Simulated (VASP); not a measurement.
# Ge: single point with PBEsol

The system is Ge.

```xyz
2
Lattice="-2.6599 2.4660 1.3968 2.6599 -2.4660 1.3968 2.6599 2.4660 -1.3968" Properties=species:S:1:pos:R:3 pbc="T T T"
Ge    2.6599   -1.2330    1.0466
Ge    0.0000    3.6990    0.3502
```

This cell differs from its parent crystal: strain +0.0375 x Voigt [1, -1, 0, 0, 0, 0].

- Program: VASP 6.6.1
- Task: single point
- Functional: PBEsol
- Potentials or basis: VASP PAW PBE potentials, release 64 (Ge_d)
- Cutoff: 520 eV
- k mesh: 24 × 24 × 24
- Occupations: gaussian, width 0.15 eV
- Spin: no spin polarisation
- Dipole correction: no
- Further INCAR settings: ALGO = Fast; EDIFF = 1e-07; NBANDS = 21

| Item | Value |
| --- | --- |
| Pressure | 0.4 GPa |
| Largest force | 0.204 eV/Å |
| Band gap on the k mesh | zero (bands 14 and 15 overlap by 5.96 eV) |

Forces on the atoms (eV/Å):
```
Ge   0.000  0.000 -0.204
Ge   0.000  0.000  0.204
```

Stress tensor (GPa, compression positive):
```
-5.89  0.00  0.00
 0.00  6.41  0.00
 0.00  0.00  0.54
```

Levels at points of the mesh, in eV from the Fermi level:
| k point | band 11 | band 12 | band 13 | band 14 | band 15 | band 16 | band 17 | band 18 |
| --- | --- | --- | --- | --- | --- | --- | --- | --- |
| (0.00, 0.00, 0.00) | -13.41 | -3.91 | -2.84 | -1.78 | 3.30 | 6.28 | 8.09 | 8.31 |
| (0.50, 0.00, 0.00) | -7.93 | -6.54 | -2.97 | -2.48 | -1.20 | 2.33 | 4.49 | 6.22 |
| (0.00, 0.50, 0.00) | -8.30 | -6.40 | -2.17 | -1.55 | -1.51 | 2.61 | 2.83 | 5.03 |
| (0.50, 0.50, 0.00) | -10.63 | -10.63 | 0.41 | 0.41 | 2.32 | 2.32 | 7.51 | 7.51 |
| (0.50, 0.50, 0.50) | -9.55 | -8.17 | -6.03 | -5.92 | 6.10 | 6.10 | 10.34 | 12.21 |

It took 44 min on 1 thread of Oxide Virtual Turin-like Processor (shared host), peak memory 1.1 GiB.

Caveat: the cell differs from its parent crystal (strain +0.0375 x Voigt [1, -1, 0, 0, 0, 0]); the stress differs along the axes, from -6 to 6 GPa; the PAW data sets were made with another functional, which shifts forces and pressure a little.
